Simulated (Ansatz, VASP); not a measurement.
## One calculation of Pt, two programs

```xyz
1
Lattice="-1.3932 1.3932 2.1195 1.3932 -1.3932 2.1195 1.3932 1.3932 -2.1195" Properties=species:S:1:pos:R:3 pbc="T T T"
Pt    0.0000    0.0000    0.0000
```

Alike in both runs: task relaxation of cell and atoms; functional PBE; k mesh 8 × 8 × 8; occupations gaussian, width 0.1 eV; no spin polarisation.

|  | VASP | Ansatz |
| --- | --- | --- |
| version | VASP 6.6.1 | Ansatz 0.2.0 |
| potentials or method | VASP PAW PBE potentials, release 64 (Pt), cutoff 600 eV | scalar-relativistic, plane waves, PAW |
| valence electrons in the cell | 10 | 18 |

VASP gave:

- gap on the k mesh at the Fermi level, each at its own relaxed structure (eV): none
- relaxed volume (Å³/atom): 15.58
- relaxed length of the cell vector where the two differ most in proportion (Å): 2.803

Task: Estimate Ansatz's values.

Result: gap on the k mesh at the Fermi level, each at its own relaxed structure (eV): none; relaxed volume (Å³/atom): 15.59; relaxed length of the cell vector where the two differ most in proportion (Å): 2.806.

A gap of «none» marks a metal or a gap that the smearing closes. VASP's potentials hold 10 valence electrons a cell and Ansatz's 18, so a difference there can come from the potentials and not from the codes.

The k mesh is coarse, so the values compare programs but aren't converged. Spin-orbit coupling is off throughout.
